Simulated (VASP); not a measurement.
# SrTiO3 (Pm-3m) in VASP: a series of runs

SrTiO3 is run at these levels: r2SCAN; tasks: single point.

Program: VASP 6.6.1. These are calculated values, not measurements. Logs are shortened: lines on timing, memory, paths and dates and some standing lists are left out, and cuts for length are marked.

## (1) The cell of the first run

The structure is cubic, space group Pm-3m (No. 221). The conventional cell has a = 3.907 Å, b = 3.907 Å, c = 3.907 Å, α = 90.00°, β = 90.00°, γ = 90.00°. Within 3.6 Å of Sr (site symmetry m-3m) lie 12 O at 2.76 Å and 8 Ti at 3.38 Å. Ti (site symmetry m-3m) has 6 O at 1.95 Å within 2.6 Å. Within 2.6 Å of O (site symmetry 4/mmm) lie 2 Ti at 1.95 Å.

## (2) Single point, r2SCAN

Contents of POSCAR:

```
SrTiO3
1.0
    3.9068462683      0.0000000000      0.0000000000
    0.0000000000      3.9068462683      0.0000000000
    0.0000000000      0.0000000000      3.9068462683
Sr Ti O
1 1 3
Direct
    0.5000000000      0.5000000000      0.5000000000
    0.0000000000      0.0000000000      0.0000000000
    0.5000000000      0.0000000000      0.0000000000
    0.0000000000      0.5000000000      0.0000000000
    0.0000000000      0.0000000000      0.5000000000
```

Contents of INCAR.step1:

```
SYSTEM = SrTiO3
PREC     = Accurate       ! precision mode
ENCUT    = 660            ! plane-wave cutoff, eV
ISMEAR   = 0              ! smearing method
SIGMA    = 0.01           ! smearing width, eV
LREAL    = .FALSE.        ! projectors in reciprocal space
LASPH    = .TRUE.         ! aspherical terms in the spheres
NELM     = 120            ! most SCF steps
NBANDS   = 28             ! bands
GGA      = PE             ! functional
ALGO     = Normal         ! electronic algorithm
EDIFF    = 1E-5           ! SCF threshold, eV
LWAVE    = .TRUE.         ! write WAVECAR
LCHARG   = .FALSE.        ! write CHGCAR
GGA_COMPAT= .FALSE.
```

Contents of INCAR.step2:

```
SYSTEM = SrTiO3
PREC     = Accurate       ! precision mode
ENCUT    = 660            ! plane-wave cutoff, eV
EDIFF    = 1E-6           ! SCF threshold, eV
ISMEAR   = 0              ! smearing method
SIGMA    = 0.01           ! smearing width, eV
LREAL    = .FALSE.        ! projectors in reciprocal space
LASPH    = .TRUE.         ! aspherical terms in the spheres
NELM     = 120            ! most SCF steps
ALGO     = Normal         ! electronic algorithm
ISIF     = 2              ! what is computed and relaxed
LWAVE    = .FALSE.        ! write WAVECAR
LCHARG   = .TRUE.         ! write CHGCAR
METAGGA  = R2SCAN         ! meta-GGA
LMIXTAU  = .TRUE.       
LELF     = .TRUE.         ! ELF
LVHAR    = .TRUE.       
NBANDS   = 28             ! bands
ISTART   = 1            
GGA_COMPAT= .FALSE.
```

Contents of KPOINTS:

```
regular mesh
0
G
  6 6 6
  0 0 0
```

Potentials or basis: VASP PAW PBE potentials, release 64 (Sr_sv, Ti_sv, O).

Run with:

```
$ cat potpaw_PBE.64/Sr_sv/POTCAR potpaw_PBE.64/Ti_sv/POTCAR potpaw_PBE.64/O/POTCAR > POTCAR
$ cp INCAR.step1 INCAR
$ mpirun -np 1 vasp_std > vasp.out
$ cp INCAR.step2 INCAR
$ mpirun -np 1 vasp_std > vasp.out
```

OUTCAR:

```text
SYSTEM = SrTiO3
   PREC = Accurate
   ENCUT = 660
   EDIFF = 1E-6
   ISMEAR = 0
   LREAL = .FALSE.
   LASPH = .TRUE.
   NELM = 120
   ISIF = 2
   METAGGA = R2SCAN
   ISTART = 1

 ion  position               nearest neighbor table
   1  0.500  0.500  0.500-   3 2.76   4 2.76   5 2.76   3 2.76   4 2.76   3 2.76   5 2.76   3 2.76
                             4 2.76   5 2.76   4 2.76   5 2.76   2 3.38   2 3.38   2 3.38   2 3.38
   2  0.000  0.000  0.000-   3 1.95   4 1.95   5 1.95   5 1.95   4 1.95   3 1.95   1 3.38   1 3.38
                             1 3.38   1 3.38   1 3.38   1 3.38   1 3.38   1 3.38
   3  0.500  0.000  0.000-   2 1.95   2 1.95   1 2.76   1 2.76   1 2.76   1 2.76
   4  0.000  0.500  0.000-   2 1.95   2 1.95   1 2.76   1 2.76   1 2.76   1 2.76
   5  0.000  0.000  0.500-   2 1.95   2 1.95   1 2.76   1 2.76   1 2.76   1 2.76

  LATTYP: Found a simple cubic cell.
 ALAT       =     3.9068462683

  Lattice vectors:

 A1 = (   3.9068462683,   0.0000000000,   0.0000000000)
 A2 = (   0.0000000000,   3.9068462683,   0.0000000000)
 A3 = (   0.0000000000,   0.0000000000,   3.9068462683)

Analysis of symmetry for initial positions (statically):
=====================================================================
 Subroutine PRICEL returns:
 Original cell was already a primitive cell.

 Routine SETGRP: Setting up the symmetry group for a
 simple cubic supercell.

 Subroutine GETGRP returns: Found 48 space group operations
 (whereof 48 operations were pure point group operations)
 out of a pool of 48 trial point group operations.

The static configuration has the point symmetry O_h .

Analysis of symmetry for dynamics (positions and initial velocities):
=====================================================================
 Subroutine PRICEL returns:
 Original cell was already a primitive cell.

 Routine SETGRP: Setting up the symmetry group for a
 simple cubic supercell.

 Subroutine GETGRP returns: Found 48 space group operations
 (whereof 48 operations were pure point group operations)
 out of a pool of 48 trial point group operations.

The dynamic configuration has the point symmetry O_h .

 Subroutine INISYM returns: Found 48 space group operations
 (whereof 48 operations are pure point group operations),
 and found     1 'primitive' translations

----------------------------------------------------------------------------------------

                                     Primitive cell

  volume of cell :      59.6319

  direct lattice vectors                    reciprocal lattice vectors
     3.906846268  0.000000000  0.000000000     0.255960929  0.000000000  0.000000000
     0.000000000  3.906846268  0.000000000     0.000000000  0.255960929  0.000000000
     0.000000000  0.000000000  3.906846268     0.000000000  0.000000000  0.255960929

  length of vectors
     3.906846268  3.906846268  3.906846268     0.255960929  0.255960929  0.255960929

  position of ions in fractional coordinates (direct lattice)
     0.500000000  0.500000000  0.500000000
     0.000000000  0.000000000  0.000000000
     0.500000000  0.000000000  0.000000000
     0.000000000  0.500000000  0.000000000
     0.000000000  0.000000000  0.500000000

  ion indices of the primitive-cell ions
   primitive index   ion index
                 1           1
                 2           2
                 3           3
                 4           4
                 5           5

----------------------------------------------------------------------------------------

 KPOINTS: regular mesh

Automatic generation of k-mesh.
 Grid dimensions read from file:
 generate k-points for:    6    6    6

 Generating k-lattice:

  Cartesian coordinates                     Fractional coordinates (reciprocal lattice)
     0.042660155  0.000000000  0.000000000     0.166666667  0.000000000  0.000000000
     0.000000000  0.042660155  0.000000000     0.000000000  0.166666667  0.000000000
     0.000000000  0.000000000  0.042660155     0.000000000  0.000000000  0.166666667

  Length of vectors
     0.042660155  0.042660155  0.042660155

  Shift w.r.t. Gamma in fractional coordinates (k-lattice)
     0.000000000  0.000000000  0.000000000

 Subroutine IBZKPT returns following result:
 ===========================================

 Found     20 irreducible k-points:

 Following reciprocal coordinates:
            Coordinates               Weight
  0.000000  0.000000  0.000000      1.000000
  0.166667  0.000000  0.000000      6.000000
  0.333333  0.000000  0.000000      6.000000
  0.500000  0.000000  0.000000      3.000000
  0.166667  0.166667  0.000000     12.000000
  0.333333  0.166667  0.000000     24.000000
[... 12 lines left out ...]
  0.500000  0.500000  0.333333      6.000000
  0.500000  0.500000  0.500000      1.000000
   k-points           NKPTS =     20   k-points in BZ     NKDIM =     20   number of bands    NBANDS=     28
   number of dos      NEDOS =    301   number of ions     NIONS =      5
[... 66 lines left out ...]

 val. band max:        3.8337847454   @ k =   0.5000   0.5000   0.5000
 cond. band min:       6.1083376006   @ k =   0.0000   0.0000   0.0000
 fundamental gap:      2.2745528552
 Fermi energy:         3.9480827478

 k-point     1 :       0.0000    0.0000    0.0000
  band No.  band energies     occupation
      1     -54.8449      2.00000
      2     -30.0413      2.00000
      3     -30.0413      2.00000
      4     -30.0413      2.00000
      5     -30.0378      2.00000
      6     -14.5775      2.00000
[... 20 lines left out ...]
     27       9.8082      0.00000
     28      10.9024      0.00000

 k-point     2 :       0.1667    0.0000    0.0000
  band No.  band energies     occupation
      1     -54.8445      2.00000
      2     -30.1050      2.00000
      3     -30.0406      2.00000
      4     -30.0405      2.00000
      5     -29.9880      2.00000
      6     -14.5791      2.00000
[... 20 lines left out ...]
     27      10.2808      0.00000
     28      11.5462      0.00000

 k-point     3 :       0.3333    0.0000    0.0000
  band No.  band energies     occupation
      1     -54.8437      2.00000
      2     -30.1658      2.00000
      3     -30.0391      2.00000
      4     -30.0391      2.00000
      5     -29.9546      2.00000
      6     -14.6691      2.00000
[... 20 lines left out ...]
     27      11.3086      0.00000
     28      12.6178      0.00000

 k-point     4 :       0.5000    0.0000    0.0000
  band No.  band energies     occupation
      1     -54.8433      2.00000
      2     -30.1913      2.00000
      3     -30.0384      2.00000
      4     -30.0384      2.00000
      5     -29.9426      2.00000
      6     -14.7368      2.00000
[... 20 lines left out ...]
     27      11.9221      0.00000
     28      12.5338      0.00000

 k-point     5 :       0.1667    0.1667    0.0000
  band No.  band energies     occupation
      1     -54.8441      2.00000
      2     -30.1148      2.00000
      3     -30.0606      2.00000
      4     -30.0398      2.00000
      5     -29.9718      2.00000
      6     -14.5359      2.00000
[... 20 lines left out ...]
     27      10.7167      0.00000
     28      11.9358      0.00000

 k-point     6 :       0.3333    0.1667    0.0000
  band No.  band energies     occupation
      1     -54.8433      2.00000
      2     -30.1545      2.00000
      3     -30.0626      2.00000
      4     -30.0384      2.00000
      5     -29.9569      2.00000
      6     -14.5457      2.00000
[... 339 lines left out ...]
      5     -29.9762      2.00000
      6     -13.8780      2.00000
[... 20 lines left out ...]
     27      12.3778      0.00000
     28      12.3778      0.00000

 k-point    18 :       0.5000    0.3333    0.3333
  band No.  band energies     occupation
      1     -54.8408      2.00000
      2     -30.1220      2.00000
      3     -30.0960      2.00000
      4     -30.0955      2.00000
      5     -29.9806      2.00000
      6     -13.7265      2.00000
[... 20 lines left out ...]
     27      12.2973      0.00000
     28      12.4375      0.00000

 k-point    19 :       0.5000    0.5000    0.3333
  band No.  band energies     occupation
      1     -54.8404      2.00000
      2     -30.1153      2.00000
      3     -30.1153      2.00000
      4     -30.0949      2.00000
      5     -29.9820      2.00000
      6     -13.4457      2.00000
[... 20 lines left out ...]
     27      12.1460      0.00000
     28      12.6560      0.00000

 k-point    20 :       0.5000    0.5000    0.5000
  band No.  band energies     occupation
      1     -54.8400      2.00000
      2     -30.1144      2.00000
      3     -30.1144      2.00000
      4     -30.1144      2.00000
      5     -29.9775      2.00000
      6     -13.2587      2.00000
[... 20 lines left out ...]
     27      12.6562      0.00000
     28      12.6562      0.00000

------------------------ aborting loop because EDIFF is reached ----------------------------------------

  FORCE on cell =-STRESS in cart. coord.  units (eV):
  Direction    XX          YY          ZZ          XY          YZ          ZX
  --------------------------------------------------------------------------------------
  -------------------------------------------------------------------------------------
  Total        0.2745497      0.2745497      0.2745497      0.0000000      0.0000000      0.0000000
  in kB        7.3765392      7.3765392      7.3765392      0.0000000      0.0000000      0.0000000
  external PRESSURE =       7.3765392 kB  Pullay stress =       0.0000000 kB

 VOLUME and BASIS-vectors are now :
 -----------------------------------------------------------------------------
  energy-cutoff  :      660.00
  volume of cell :       59.63
      direct lattice vectors                 reciprocal lattice vectors
     3.906846268  0.000000000  0.000000000     0.255960929  0.000000000  0.000000000
     0.000000000  3.906846268  0.000000000     0.000000000  0.255960929  0.000000000
     0.000000000  0.000000000  3.906846268     0.000000000  0.000000000  0.255960929

 POSITION                                       TOTAL-FORCE (eV/Angst)
 -----------------------------------------------------------------------------------
      1.95342      1.95342      1.95342         0.000000      0.000000      0.000000
      0.00000      0.00000      0.00000         0.000000      0.000000      0.000000
      1.95342      0.00000      0.00000         0.000000      0.000000      0.000000
      0.00000      1.95342      0.00000         0.000000      0.000000      0.000000
      0.00000      0.00000      1.95342         0.000000      0.000000      0.000000
 -----------------------------------------------------------------------------------
    total drift:                                0.000000      0.000000     -0.000000

  FREE ENERGIE OF THE ION-ELECTRON SYSTEM (eV)
  ---------------------------------------------------
  free  energy   TOTEN  =       -63.3442842387 eV

  energy  without entropy=      -63.3442842387  energy(sigma->0) =      -63.34428424
```

Run time: 5.3 min. Hardware: 1 thread of Intel Xeon 8259CL, shared host; peak memory 0.25 GiB.

What came out:

* Free energy: -63.3443 eV
* Pressure: 0.7 GPa
* Band gap on the k mesh: 2.27 eV (least direct gap 2.66 eV)

Levels at points of the mesh, in eV from the valence-band top:
| k point | band 18 | band 19 | band 20 | band 21 | band 22 | band 23 |
| --- | --- | --- | --- | --- | --- | --- |
| (0.00, 0.00, 0.00) | -0.38 | -0.38 | -0.38 | 2.27 | 2.27 | 2.27 |
| (0.50, 0.00, 0.00) | -2.00 | -0.77 | -0.77 | 2.44 | 4.17 | 4.17 |
| (0.50, 0.50, 0.00) | -1.60 | -1.60 | -0.09 | 4.18 | 4.18 | 4.66 |
| (0.50, 0.50, 0.50) | 0.00 | 0.00 | 0.00 | 4.87 | 4.87 | 4.87 |

Caveat: the PAW data sets were made with another functional, which shifts forces and pressure a little.

## (3) Single point, r2SCAN

This run uses another cell than the first one, of 12.06 Å³/atom.

Edit POSCAR of step 2 so:

```diff
@@ -2,5 +2,5 @@
 1.0
-    3.9068462683      0.0000000000      0.0000000000
-    0.0000000000      3.9068462683      0.0000000000
-    0.0000000000      0.0000000000      3.9068462683
+    3.9210723847      0.0000000000      0.0000000000
+    0.0000000000      3.9210723847      0.0000000000
+    0.0000000000      0.0000000000      3.9210723847
 Sr Ti O
```

Contents of INCAR.step1:

```
SYSTEM = SrTiO3
ALGO = Normal
EDIFF = 1E-5
ENCUT = 660
GGA = PE
GGA_COMPAT = .FALSE.
ISMEAR = 0
LASPH = .TRUE.
LCHARG = .FALSE.
LREAL = .FALSE.
LWAVE = .TRUE.
NBANDS = 28
NELM = 120
PREC = Accurate
SIGMA = 0.01
```

Contents of INCAR.step2:

```
SYSTEM = SrTiO3
ALGO = Normal
EDIFF = 1E-6
ENCUT = 660
GGA_COMPAT = .FALSE.
ISIF = 2
ISMEAR = 0
ISTART = 1
LASPH = .TRUE.
LCHARG = .TRUE.
LELF = .TRUE.
LMIXTAU = .TRUE.
LREAL = .FALSE.
LVHAR = .TRUE.
LWAVE = .FALSE.
METAGGA = R2SCAN
NBANDS = 28
NELM = 120
PREC = Accurate
SIGMA = 0.01
```

Contents of KPOINTS:

```
k-points
0
G
  6 6 6
  0 0 0
```

Potentials or basis: VASP PAW PBE potentials, release 64 (Sr_sv, Ti_sv, O).

Run with:

```
$ cat potpaw_PBE.64/Sr_sv/POTCAR potpaw_PBE.64/Ti_sv/POTCAR potpaw_PBE.64/O/POTCAR > POTCAR
$ cp INCAR.step1 INCAR
$ mpirun -np 1 vasp_std > vasp.out
$ cp INCAR.step2 INCAR
$ mpirun -np 1 vasp_std > vasp.out
```

Wall time 4.1 min (1 thread of Intel Xeon 8259CL, shared host); peak memory 0.24 GiB.

It converged, with:

```yaml
Free_energy: -63.3447 eV
Pressure: -1.3 GPa
Band_gap_on_the_k_mesh: 2.25 eV (least direct gap 2.64 eV)
```

Levels at points of the mesh, in eV from the valence-band top:
| k point | band 18 | band 19 | band 20 | band 21 | band 22 | band 23 |
| --- | --- | --- | --- | --- | --- | --- |
| (0.00, 0.00, 0.00) | -0.39 | -0.39 | -0.39 | 2.25 | 2.25 | 2.25 |
| (0.50, 0.00, 0.00) | -1.97 | -0.77 | -0.77 | 2.41 | 4.11 | 4.11 |
| (0.50, 0.50, 0.00) | -1.59 | -1.59 | -0.09 | 4.12 | 4.12 | 4.60 |
| (0.50, 0.50, 0.50) | 0.00 | 0.00 | 0.00 | 4.80 | 4.80 | 4.80 |

Caveat: the PAW data sets were made with another functional, which shifts forces and pressure a little.

## (4) Single point, r2SCAN

This run uses another cell than the first one, of 12.06 Å³/atom.

Edit POSCAR of step 3 so:

```diff
@@ -2,5 +2,5 @@
 1.0
-    3.9210723847      0.0000000000      0.0000000000
-    0.0000000000      3.9210723847      0.0000000000
-    0.0000000000      0.0000000000      3.9210723847
+    3.9210723846      0.0000000000      0.0000000000
+    0.0000000000      3.9210723846      0.0000000000
+    0.0000000000      0.0000000000      3.9210723846
 Sr Ti O
```

Contents of INCAR.step1:

```
PREC = Accurate ; ENCUT = 660
ISMEAR = 0 ; SIGMA = 0.01
LREAL = False ; LASPH = True
NELM = 120 ; NBANDS = 28
GGA = PE ; ALGO = Normal
EDIFF = 1E-5 ; LWAVE = True
LCHARG = False ; GGA_COMPAT = False
```

Contents of INCAR.step2:

```
PREC = Accurate ; ENCUT = 660
EDIFF = 1E-6 ; ISMEAR = 0
SIGMA = 0.01 ; LREAL = False
LASPH = True ; NELM = 120
ALGO = Normal ; ISIF = 2
LWAVE = False ; LCHARG = False
METAGGA = R2SCAN ; LMIXTAU = True
NBANDS = 28 ; ISTART = 1
GGA_COMPAT = False
```

Contents of KPOINTS:

```
Automatic mesh
0
Gamma
  6 6 6
```

Run with:

```
$ cat potpaw_PBE.64/Sr_sv/POTCAR potpaw_PBE.64/Ti_sv/POTCAR potpaw_PBE.64/O/POTCAR > POTCAR
$ cp INCAR.step1 INCAR
$ mpirun -np 1 vasp_std > vasp.out
$ cp INCAR.step2 INCAR
$ mpirun -np 1 vasp_std > vasp.out
```

Wall time 4.7 min (1 thread of Intel Xeon 8259CL, shared host); peak memory 0.24 GiB.

It converged, with:

```yaml
Free_energy: -63.3447 eV
Pressure: -1.3 GPa
Band_gap_on_the_k_mesh: 2.25 eV (least direct gap 2.64 eV)
```

Levels at points of the mesh, in eV from the valence-band top:
```csv
k point,band 18,band 19,band 20,band 21,band 22,band 23
"(0.00, 0.00, 0.00)",-0.39,-0.39,-0.39,2.25,2.25,2.25
"(0.50, 0.00, 0.00)",-1.97,-0.77,-0.77,2.41,4.11,4.11
"(0.50, 0.50, 0.00)",-1.59,-1.59,-0.09,4.12,4.12,4.60
"(0.50, 0.50, 0.50)",0.00,0.00,0.00,4.80,4.80,4.80
```

Caveat: the PAW data sets were made with another functional, which shifts forces and pressure a little.

## (5) Single point, r2SCAN

Edit POSCAR of step 4 so:

```diff
@@ -2,5 +2,5 @@
 1.0
-    3.9210723846      0.0000000000      0.0000000000
-    0.0000000000      3.9210723846      0.0000000000
-    0.0000000000      0.0000000000      3.9210723846
+    3.9068462683      0.0000000000      0.0000000000
+    0.0000000000      3.9068462683      0.0000000000
+    0.0000000000      0.0000000000      3.9068462683
 Sr Ti O
```

Contents of INCAR.step1:

```
SYSTEM = SrTiO3
PREC = Accurate
ENCUT = 660
ISMEAR = -1
SIGMA = 0.1
LREAL = .FALSE.
LASPH = .TRUE.
NELM = 120
NBANDS = 28
GGA = PE
ALGO = Normal
EDIFF = 1E-5
LWAVE = .TRUE.
LCHARG = .FALSE.
GGA_COMPAT = .FALSE.
```

Contents of INCAR.step2:

```
SYSTEM = SrTiO3
PREC = Accurate
ENCUT = 660
EDIFF = 1E-6
ISMEAR = -1
SIGMA = 0.1
LREAL = .FALSE.
LASPH = .TRUE.
NELM = 120
ALGO = Normal
ISIF = 2
LWAVE = .FALSE.
LCHARG = .FALSE.
METAGGA = R2SCAN
LMIXTAU = .TRUE.
NBANDS = 28
ISTART = 1
GGA_COMPAT = .FALSE.
```

Contents of KPOINTS:

```
Automatic mesh
0
G
  8 8 8
  0 0 0
```

Run with:

```
$ cat potpaw_PBE.64/Sr_sv/POTCAR potpaw_PBE.64/Ti_sv/POTCAR potpaw_PBE.64/O/POTCAR > POTCAR
$ cp INCAR.step1 INCAR
$ mpirun -np 1 vasp_std > vasp.out
$ cp INCAR.step2 INCAR
$ mpirun -np 1 vasp_std > vasp.out
```

Run time: 7.5 min. Hardware: 1 thread of Intel Xeon 8259CL, shared host; peak memory 0.27 GiB.

It converged, with:

```
Free energy            : -63.3449 eV
Pressure               : 0.7 GPa
Band gap on the k mesh : 2.28 eV (least direct gap 2.66 eV)
```

Levels at points of the mesh, in eV from the valence-band top:
| k point | band 18 | band 19 | band 20 | band 21 | band 22 | band 23 |
| --- | --- | --- | --- | --- | --- | --- |
| (0.00, 0.00, 0.00) | -0.38 | -0.38 | -0.38 | 2.28 | 2.28 | 2.28 |
| (0.50, 0.00, 0.00) | -2.00 | -0.77 | -0.77 | 2.44 | 4.17 | 4.17 |
| (0.50, 0.50, 0.00) | -1.60 | -1.60 | -0.09 | 4.18 | 4.18 | 4.66 |
| (0.50, 0.50, 0.50) | 0.00 | 0.00 | 0.00 | 4.88 | 4.88 | 4.88 |

Caveat: the PAW data sets were made with another functional, which shifts forces and pressure a little.

## (6) Overview

```tsv
cell	k mesh	smearing	gap on the mesh (eV)	pressure (GPa)
a = 3.907 Å, 5 atoms	6 × 6 × 6	gaussian 0.01 eV	2.27	0.7
a = 3.921 Å, 5 atoms	6 × 6 × 6	gaussian 0.01 eV	2.25	-1.3
a = 3.907 Å, 5 atoms	8 × 8 × 8	fermi-dirac 0.1 eV	2.28	0.7
```

Alike in all rows: task single point; level r2SCAN; potentials or basis VASP PAW PBE potentials, release 64 (Sr_sv, Ti_sv, O); no spin polarisation; cutoff (eV) 660.

Caveats: the PAW data sets were made with another functional, which shifts forces and pressure a little.

Total energies depend on the potentials used, so only differences within one code and one set of settings carry meaning.
